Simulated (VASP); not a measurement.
RbZn2:

```
CELL_PARAMETERS angstrom
4.37772 0.00000 0.00000
0.00000 4.37772 0.00000
0.00000 0.00000 6.67954
ATOMIC_POSITIONS crystal
Rb 0.00000 0.50000 0.70000
Rb 0.50000 0.00000 0.30000
Zn 0.00000 0.00000 0.00000
Zn 0.50000 0.50000 0.00000
Zn 0.00000 0.50000 0.27000
Zn 0.50000 0.00000 0.73000
```

- Program: VASP 6.6.1
- Task: relaxation of cell and atoms
- Functional: PBE
- Potentials or basis: VASP PAW PBE potentials, release 64 (Rb_sv, Zn)
- Cutoff: 600 eV
- k mesh: 4 × 4 × 4
- Occupations: gaussian, width 0.1 eV
- Spin: no spin polarisation

At the start: pressure 15.9 GPa; volume 21.33 Å³/atom.

How do energy, volume and symmetry change on relaxing?

Over 22 steps the energy falls by 629.4 meV/atom and the volume is 31.27 Å³/atom (+46.6 %); space group P4/nmm (No. 129, to 0.05 Å).

The path:
```
step  energy change (eV)  largest force (eV/Å)  pressure (GPa)  volume (Å³)
   1              0.0000                1.4873           15.92       128.01
   2             -2.4163                0.8975            2.63       171.39
   3             -2.6411                0.7575            0.80       187.48
   4             -2.6350                0.5419           -1.28       222.57
   5             -2.7018                0.6468           -0.36       204.09
   6             -2.7020                0.6575           -0.36       202.33
   7             -2.6949                0.6926            0.03       197.21
   8             -2.7010                0.6686           -0.15       200.62
   9             -2.7543                0.6693           -0.17       199.34
  10             -2.9155                0.6857           -0.19       195.51
  11             -3.2437                0.6865           -0.11       187.90
  12             -3.6741                0.2806            1.66       172.89
  13             -3.7408                0.0656            0.79       179.69
  14             -3.7543                0.1043            0.17       186.06
  15             -3.7548                0.0824            0.24       185.15
  16             -3.7620                0.0713            0.08       186.40
  17             -3.7684                0.0704           -0.21       188.74
  18             -3.7724                0.0573           -0.03       187.37
  19             -3.7732                0.0487            0.10       186.43
  20             -3.7744                0.0472            0.05       187.09
  21             -3.7754                0.0479           -0.08       188.17
  22             -3.7763                0.0301           -0.01       187.61
```

Final structure:
```
Rb Zn
1.0
     4.78604    0.00000    0.00000
     0.00000    4.78604    0.00000
     0.00000    0.00000    8.19015
Rb Zn
2 4
Direct
  0.00000 0.50000 0.66930
  0.50000 0.00000 0.33070
  0.00000 0.00000 0.00000
  0.50000 0.50000 0.00000
  0.00000 0.50000 0.13870
  0.50000 0.00000 0.86130
```

Caveat: the volume moved by over 15 % at a fixed basis, so the end points are rough.
